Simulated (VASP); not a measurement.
# CaSe2 (P6_3/mmc) in VASP: single point with r2SCAN

Aim: the single point of CaSe2 with r2SCAN.

All numbers are computed with VASP 6.6.1; they aren't measurements. Logs are shortened: lines on timing, memory, paths and dates and some standing lists are left out, and cuts for length are marked.

### Step 1. The cell of the first run

It takes space group P6_3/mmc (No. 194, hexagonal). Conventional cell: a = 3.466 Å, b = 3.466 Å, c = 13.688 Å, α = 90.00°, β = 90.00°, γ = 120.00°. Within 3.5 Å of Ca (site symmetry -6m2) lie 6 Se at 2.67 Å and 6 Ca at 3.47 Å. Within 3.6 Å of Se (site symmetry 3m) lie 3 Ca at 2.67 Å and 7 Se at 3.47 to 3.53 Å.

### Step 2. Single point, r2SCAN

POSCAR

```
CaSe2
1.0
    3.4664560000      0.0000000000      0.0000000000
   -1.7332280000      3.0020440000      0.0000000000
    0.0000000000      0.0000000000     13.6883820000
Ca Se
2 4
Direct
    0.3333300000      0.6666700000      0.2500000000
    0.6666600000      0.3333300000      0.7500000000
    0.3333300000      0.6666700000      0.6211000000
    0.6666600000      0.3333300000      0.1211000000
    0.3333300000      0.6666700000      0.8789000000
    0.6666700000      0.3333400000      0.3789000000
```

INCAR.step1

```
SYSTEM = CaSe2
PREC = Accurate
ENCUT = 550
ISMEAR = -1
SIGMA = 0.0248
LREAL = .FALSE.
LASPH = .TRUE.
NELM = 120
NBANDS = 31
ISYM = -1
GGA = PE
ALGO = Normal
EDIFF = 1E-5
LWAVE = .TRUE.
LCHARG = .FALSE.
GGA_COMPAT = .FALSE.
```

INCAR.step2

```
SYSTEM = CaSe2
PREC = Accurate
ENCUT = 550
EDIFF = 1E-6
ISMEAR = -1
SIGMA = 0.0248
LREAL = .FALSE.
LASPH = .TRUE.
NELM = 120
ALGO = Normal
ISIF = 2
LWAVE = .FALSE.
LCHARG = .FALSE.
METAGGA = R2SCAN
LMIXTAU = .TRUE.
NBANDS = 31
ISYM = -1
ISTART = 1
GGA_COMPAT = .FALSE.
```

KPOINTS

```
explicit points
36
Reciprocal
  0.08333333   0.08333333   0.25000000 2
  0.08333333   0.08333333   0.75000000 2
  0.08333333   0.25000000   0.25000000 2
  0.08333333   0.25000000   0.75000000 2
  0.08333333   0.41666667   0.25000000 2
  0.08333333   0.41666667   0.75000000 2
  0.08333333   0.58333333   0.25000000 2
  0.08333333   0.58333333   0.75000000 2
  0.08333333   0.75000000   0.25000000 2
  0.08333333   0.75000000   0.75000000 2
  0.08333333   0.91666667   0.25000000 2
  0.08333333   0.91666667   0.75000000 2
  0.25000000   0.08333333   0.25000000 2
  0.25000000   0.08333333   0.75000000 2
  0.25000000   0.25000000   0.25000000 2
  0.25000000   0.25000000   0.75000000 2
  0.25000000   0.41666667   0.25000000 2
  0.25000000   0.41666667   0.75000000 2
  0.25000000   0.58333333   0.25000000 2
  0.25000000   0.58333333   0.75000000 2
  0.25000000   0.75000000   0.25000000 2
  0.25000000   0.75000000   0.75000000 2
  0.25000000   0.91666667   0.25000000 2
  0.25000000   0.91666667   0.75000000 2
  0.41666667   0.08333333   0.25000000 2
  0.41666667   0.08333333   0.75000000 2
  0.41666667   0.25000000   0.25000000 2
  0.41666667   0.25000000   0.75000000 2
  0.41666667   0.41666667   0.25000000 2
  0.41666667   0.41666667   0.75000000 2
  0.41666667   0.58333333   0.25000000 2
  0.41666667   0.58333333   0.75000000 2
  0.41666667   0.75000000   0.25000000 2
  0.41666667   0.75000000   0.75000000 2
  0.41666667   0.91666667   0.25000000 2
  0.41666667   0.91666667   0.75000000 2
```

Potentials or basis: VASP PAW PBE potentials, release 64 (Ca_sv, Se).

The run is started by

```bash
$ cat potpaw_PBE.64/Ca_sv/POTCAR potpaw_PBE.64/Se/POTCAR > POTCAR
$ cp INCAR.step1 INCAR
$ mpirun -np 1 vasp_std > vasp.out
$ cp INCAR.step2 INCAR
$ mpirun -np 1 vasp_std > vasp.out
```

OUTCAR:

```text
SYSTEM = CaSe2
   PREC = Accurate
   ENCUT = 550
   EDIFF = 1E-6
   ISMEAR = -1
   LREAL = .FALSE.
   LASPH = .TRUE.
   NELM = 120
   ISIF = 2
   METAGGA = R2SCAN
   ISYM = -1
   ISTART = 1

 ion  position               nearest neighbor table
   1  0.333  0.667  0.250-   6 2.67   4 2.67   6 2.67   4 2.67   4 2.67   6 2.67
   2  0.667  0.333  0.750-   3 2.67   5 2.67   3 2.67   5 2.67   3 2.67   5 2.67
   3  0.333  0.667  0.621-   2 2.67   2 2.67   2 2.67
   4  0.667  0.333  0.121-   1 2.67   1 2.67   1 2.67
   5  0.333  0.667  0.879-   2 2.67   2 2.67   2 2.67
   6  0.667  0.333  0.379-   1 2.67   1 2.67   1 2.67

IMPORTANT INFORMATION: All symmetrisations will be switched off!
NOSYMM: (Re-)initialisation of all symmetry stuff for point group C_1.

----------------------------------------------------------------------------------------

                                     Primitive cell

  volume of cell :     142.4475

  direct lattice vectors                    reciprocal lattice vectors
     3.466456000  0.000000000  0.000000000     0.288479069  0.166553188  0.000000000
    -1.733228000  3.002044000  0.000000000     0.000000000  0.333106377  0.000000000
     0.000000000  0.000000000 13.688382000     0.000000000  0.000000000  0.073054653

  length of vectors
     3.466456000  3.466460367 13.688382000     0.333106797  0.333106377  0.073054653

  position of ions in fractional coordinates (direct lattice)
     0.333330000  0.666670000  0.250000000
     0.666660000  0.333330000  0.750000000
     0.333330000  0.666670000  0.621100000
     0.666660000  0.333330000  0.121100000
     0.333330000  0.666670000  0.878900000
     0.666670000  0.333340000  0.378900000

  ion indices of the primitive-cell ions
   primitive index   ion index
                 1           1
                 2           2
                 3           3
                 4           4
                 5           5
                 6           6

----------------------------------------------------------------------------------------

 KPOINTS: explicit points

Read explicit list of k-points.

 Found     36 k-points:

 Following reciprocal coordinates:
            Coordinates               Weight
  0.083333  0.083333  0.250000      0.027778
  0.083333  0.083333  0.750000      0.027778
  0.083333  0.250000  0.250000      0.027778
  0.083333  0.250000  0.750000      0.027778
  0.083333  0.416667  0.250000      0.027778
  0.083333  0.416667  0.750000      0.027778
[... 16 lines left out ...]
  0.250000  0.916667  0.250000      0.027778
[... 22 lines left out ...]
   EDIFFG = 0.1E-04   stopping-criterion for IOM
   NSW    =      0    number of steps for IOM
   IBRION =     -1    ionic relax: 0-MD 1-quasi-New 2-CG
   NFREE  =      0    steps in history (QN), initial steepest desc. (CG)
   ISIF   =      2    stress and relaxation
   ISYM   =     -1    0-nonsym 1-usesym 2-fastsym
   POTIM  = 0.5000    time-step for ionic-motion
   TEBEG  =    0.0;   TEEND  =   0.0 temperature during run
   PSTRESS=    0.0 pullay stress
   NELECT =      44.0000    total number of electrons
   NUPDOWN=      -1.0000    fix difference up-down
   EMIN   =  10.00;   EMAX   =-10.00  energy-range for DOS
   EFERMI =   0.00;   METHOD = LEGACY
   ISMEAR =    -1;   SIGMA  =   0.02  broadening in eV -4-tet -1-fermi 0-gaus
   EFERMI_NEDOS =   21; number of points for ismear=-14 and -15
   IALGO  =     38    algorithm
   IMIX   =      4    mixing-type and parameters
     AMIX     =   0.40;   BMIX     =  1.00
     AMIX_MAG =   1.60;   BMIX_MAG =  1.00
  volume/ion in A,a.u.               =      23.74       160.21
  Fermi-wavevector in a.u.,A,eV,Ry     =   1.106643  2.091252 16.662485  1.224658
  Thomas-Fermi vector in A             =   2.243146
   LORBIT       =      0    0 simple, 1 ext, 2 COOP (PROOUT), +10 PAW based schemes
   METAGGA = R2SCAN    functional components
   LHFCALC =     F    Hartree Fock is set to
   AEXX    =    0.0000 exact exchange contribution
   IVDW    =     0    specifies the selected vdW correction
   LEPSILON=     F    determine dielectric tensor
   LRPA    =     F    only Hartree local field effects (RPA)
 non-spin polarized calculation
  energy-cutoff  :      550.00
  volume of cell :      142.45
 maximum number of plane-waves:      4212
 NGX is ok and might be reduce to    28
   NGX = 13   NGY = 13   NGZ = 53

 number of electron      44.0000001 magnetization

 Free energy of the ion-electron system (eV)
  ---------------------------------------------------
  ext. energy  EPLUGINS =         0.00000000
  ---------------------------------------------------
  free energy    TOTEN  =       -73.00698721 eV

  energy without entropy =      -72.99181139  energy(sigma->0) =      -72.99939930

 E-fermi :   2.3591     XC(G=0):  -9.9281

 val. band max:        2.3168613938   @ k =   0.0833   0.9167   0.7500
 cond. band min:       2.3599727281   @ k =   0.4167   0.9167   0.7500
 fundamental gap:      0.0431113343
 Fermi energy:         2.3591184025

 k-point     1 :       0.0833    0.0833    0.2500
  band No.  band energies     occupation
      1     -38.0757      2.00000
      2     -38.0757      2.00000
      3     -18.5151      2.00000
      4     -18.5141      2.00000
      5     -18.3181      2.00000
      6     -18.3180      2.00000
[... 805 lines left out ...]
     30       8.9934      0.00000
     31       9.1838      0.00000

 [... further k-points ...]

------------------------ aborting loop because EDIFF is reached ----------------------------------------

  FORCE on cell =-STRESS in cart. coord.  units (eV):
  Direction    XX          YY          ZZ          XY          YZ          ZX
  --------------------------------------------------------------------------------------
  -------------------------------------------------------------------------------------
  Total       10.8152697      9.6272391     20.6124361     -1.0293588     -0.0001657     -0.0000850
  in kB      121.6446676    108.2823017    231.8382252    -11.5777056     -0.0018638     -0.0009564
  external PRESSURE =     153.9217315 kB  Pullay stress =       0.0000000 kB

 VOLUME and BASIS-vectors are now :
 -----------------------------------------------------------------------------
  energy-cutoff  :      550.00
  volume of cell :      142.45
      direct lattice vectors                 reciprocal lattice vectors
     3.466456000  0.000000000  0.000000000     0.288479069  0.166553188  0.000000000
    -1.733228000  3.002044000  0.000000000     0.000000000  0.333106377  0.000000000
     0.000000000  0.000000000 13.688382000     0.000000000  0.000000000  0.073054653

 POSITION                                       TOTAL-FORCE (eV/Angst)
 -----------------------------------------------------------------------------------
     -0.00002      2.00137      3.42210         0.026937     -0.015532     -0.000080
      1.73321      1.00067     10.26629        -0.026883      0.015648      0.000046
     -0.00002      2.00137      8.50185         0.012769     -0.007437     -2.836692
      1.73321      1.00067      1.65766        -0.012769      0.007425     -2.836672
     -0.00002      2.00137     12.03072         0.012772     -0.007439      2.836666
      1.73323      1.00070      5.18653        -0.012826      0.007335      2.836733
 -----------------------------------------------------------------------------------
    total drift:                               -0.000002     -0.000000     -0.000218

  FREE ENERGIE OF THE ION-ELECTRON SYSTEM (eV)
  ---------------------------------------------------
  free  energy   TOTEN  =       -73.0069872119 eV

  energy  without entropy=      -72.9918113939  energy(sigma->0) =      -72.99939930
```

OUTCAR.step1:

```text
SYSTEM = CaSe2
   PREC = Accurate
   ENCUT = 550
   ISMEAR = -1
   LREAL = .FALSE.
   LASPH = .TRUE.
[... 997 lines left out ...]
      1.73321      1.00067      1.65766        -0.009290      0.005415     -2.757822
     -0.00002      2.00137     12.03072         0.008917     -0.005211      2.760769
      1.73323      1.00070      5.18653        -0.009073      0.005170      2.760346
 -----------------------------------------------------------------------------------
    total drift:                                0.000018     -0.000002     -0.004058

  FREE ENERGIE OF THE ION-ELECTRON SYSTEM (eV)
  ---------------------------------------------------
  free  energy   TOTEN  =       -19.0488011248 eV

  energy  without entropy=      -19.0325739039  energy(sigma->0) =      -19.04068751
```

OSZICAR.step1:

```text
N       E                     dE             d eps       ncg     rms          rms(c)
DAV:   1     0.375314882230E+03    0.37531E+03   -0.21202E+04  2256   0.135E+03
DAV:   2     0.735073679068E+01   -0.36796E+03   -0.35900E+03  2759   0.345E+02
DAV:   3    -0.184480603457E+02   -0.25799E+02   -0.25219E+02  3376   0.777E+01
DAV:   4    -0.202458144782E+02   -0.17978E+01   -0.17936E+01  3812   0.164E+01
DAV:   5    -0.202949583830E+02   -0.49144E-01   -0.49136E-01  3040   0.226E+00    0.692E+00
DAV:   6    -0.191164884821E+02    0.11785E+01   -0.30715E+00  2547   0.896E+00    0.357E+00
DAV:   7    -0.190519799298E+02    0.64509E-01   -0.54651E-01  2761   0.325E+00    0.182E+00
DAV:   8    -0.190475995165E+02    0.43804E-02   -0.68025E-02  2762   0.141E+00    0.465E-01
DAV:   9    -0.190488226996E+02   -0.12232E-02   -0.83846E-03  3232   0.392E-01    0.169E-01
DAV:  10    -0.190488586038E+02   -0.35904E-04   -0.11040E-02  3537   0.249E-01    0.132E-01
DAV:  11    -0.190487091082E+02    0.14950E-03   -0.35524E-03  2701   0.155E-01    0.485E-02
DAV:  12    -0.190487581374E+02   -0.49029E-04   -0.69394E-04  2443   0.764E-02    0.349E-02
DAV:  13    -0.190487986764E+02   -0.40539E-04   -0.21032E-04  2434   0.467E-02    0.168E-02
DAV:  14    -0.190488011248E+02   -0.24484E-05   -0.79108E-05  1888   0.252E-02
   1 F= -.19048801E+02 E0= -.19040688E+02  d E =-.162272E-01
```

Wall time 6.9 min (1 thread of Intel Xeon 6975P-C (Granite Rapids), shared host); peak memory 0.38 GiB.

Results:

* Free energy: -73.0070 eV
* Pressure: 15.4 GPa
* Largest force: 2.837 eV/Å
* Band gap on the k mesh: zero (bands 22 and 23 overlap by 1.05 eV)

Forces in eV/Å, atoms in the order of the input:
```
Ca   0.027 -0.016  0.000
Ca  -0.027  0.016  0.000
Se   0.013 -0.007 -2.837
Se  -0.013  0.007 -2.837
Se   0.013 -0.007  2.837
Se  -0.013  0.007  2.837
```

Stress tensor (GPa, compression positive):
```
12.16 -1.16  0.00
-1.16 10.83  0.00
 0.00  0.00 23.18
```

Caveat: the stress differs along the axes, from 11 to 23 GPa; the PAW data sets were made with another functional, which shifts forces and pressure a little.

The gap in the log of VASP goes by the Fermi energy; the results here count the filled bands.